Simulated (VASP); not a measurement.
Here is a VASP 6.6.1 calculation.

File INCAR:

```
PREC = Accurate
ENCUT = 520
EDIFF = 1E-6
ISMEAR = -1
SIGMA = 0.02
LREAL = F
LASPH = T
NELM = 150
ALGO = Normal
ISIF = 2
LWAVE = F
LCHARG = T
MAGMOM = 0 0 0 0 0 0 0 0 0 0 0 0 0 0 0 0 0 0 0 0 0 0 0 0
LORBIT = 11
LSORBIT = T
GGA_COMPAT = F
LORBMOM = T
GGA = PE
LVHAR = T
NBANDS = 90
```

The input KPOINTS:

```
regular mesh
0
Gamma
  4 4 4
```

POSCAR

```
In4Sb3As
1.0
    6.4483856685      0.0000000000      0.0000000000
    0.0000000000      6.4483856685      0.0000000000
    0.0000000000      0.0000000000      6.4483856685
As In Sb
1 4 3
Direct
    0.0000000000      0.0000000000      0.0000000000
    0.7586205906      0.7586205906      0.7586205906
    0.2413794094      0.2413794094      0.7586205906
    0.2413794094      0.7586205906      0.2413794094
    0.7586205906      0.2413794094      0.2413794094
    0.5000000000      0.5000000000      0.0000000000
    0.5000000000      0.0000000000      0.5000000000
    0.0000000000      0.5000000000      0.5000000000
```

Potentials or basis: VASP PAW PBE potentials, release 64 (As, In_d, Sb).

Launch:

```sh
$ cat potpaw_PBE.64/As/POTCAR potpaw_PBE.64/In_d/POTCAR potpaw_PBE.64/Sb/POTCAR > POTCAR
$ mpirun -np 1 vasp_ncl > vasp.out
```

(1) Predict the net moment.

(2) Predict the pressure.

(3) What does it give for the largest force?

Answers

(1) 0.00 μB per cell.

(2) 1.5 GPa.

(3) 0.004 eV/Å.
